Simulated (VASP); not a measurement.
Wanted: the native input for a VASP 6.6.1 run.

```
Task                   : single point
Functional             : r2SCAN
Potentials or basis    : VASP PAW PBE potentials, release 64 (Ni, Al)
Cutoff                 : 520 eV
k mesh                 : 8 × 8 × 8
Occupations            : fermi-dirac, width 0.05 eV
Spin                   : collinear spin, ferromagnetic start
Starting moments       : [1.0, 1.0, 1.0, 0.0] μB
Dipole correction      : no
Further INCAR settings : ALGO = Normal; EDIFF = 1e-07; NBANDS = 28
```

AlNi3:

```xyz
4
Lattice="3.5464 0.0000 0.0000 0.0000 3.5464 0.0000 0.0000 0.0000 3.5464" Properties=species:S:1:pos:R:3 pbc="T T T"
Ni    1.7732    1.7732    0.0000
Ni    1.7732    0.0000    1.7732
Ni    0.0000    1.7732    1.7732
Al    0.0000    0.0000    0.0000
```

The input as run:

POSCAR

```
AlNi3
1.0
    3.5463868949      0.0000000000      0.0000000000
    0.0000000000      3.5463868949      0.0000000000
    0.0000000000      0.0000000000      3.5463868949
Ni Al
3 1
Direct
    0.5000000000      0.5000000000      0.0000000000
    0.5000000000      0.0000000000      0.5000000000
    0.0000000000      0.5000000000      0.5000000000
    0.0000000000      0.0000000000      0.0000000000
```

INCAR.step1

```
PREC = Accurate
ENCUT = 520
ISMEAR = -1
SIGMA = 0.05
LREAL = False
LASPH = True
NELM = 150
ISPIN = 2
MAGMOM = 1 1 1 0
LMAXMIX = 4
NBANDS = 28
GGA = PE
ALGO = Normal
EDIFF = 1E-4
LWAVE = True
LCHARG = False
```

INCAR.step2

```
PREC = Accurate
ENCUT = 520
EDIFF = 1E-7
ISMEAR = -1
SIGMA = 0.05
LREAL = False
LASPH = True
NELM = 150
ALGO = Normal
ISIF = 2
LWAVE = False
LCHARG = False
ISPIN = 2
MAGMOM = 1 1 1 0
LORBIT = 11
LMAXMIX = 4
METAGGA = R2SCAN
LMIXTAU = True
NBANDS = 28
ISTART = 1
```

KPOINTS

```
regular mesh
0
Gamma
  8 8 8
```

Potentials or basis: VASP PAW PBE potentials, release 64 (Ni, Al).

Launch:

```bash
$ cat potpaw_PBE.64/Ni/POTCAR potpaw_PBE.64/Al/POTCAR > POTCAR
$ cp INCAR.step1 INCAR
$ mpirun -np 1 vasp_std > vasp.out
$ cp INCAR.step2 INCAR
$ mpirun -np 1 vasp_std > vasp.out
```

It gave:

```
Pressure                                              : -3.2 GPa
Net moment                                            : 0.85 μB per cell
Site moments                                          : Ni +0.32; Al -0.02 μB
Valence electrons inside the program's atomic spheres : Ni 9.45; Al 0.82
```

Caveat: the cell stands under tension; the PAW data sets were made with another functional, which shifts forces and pressure a little.

It took 2 min on 1 thread of Intel(R) Xeon(R) 6975P-C (Granite Rapids) (shared host), peak memory 0.21 GiB.
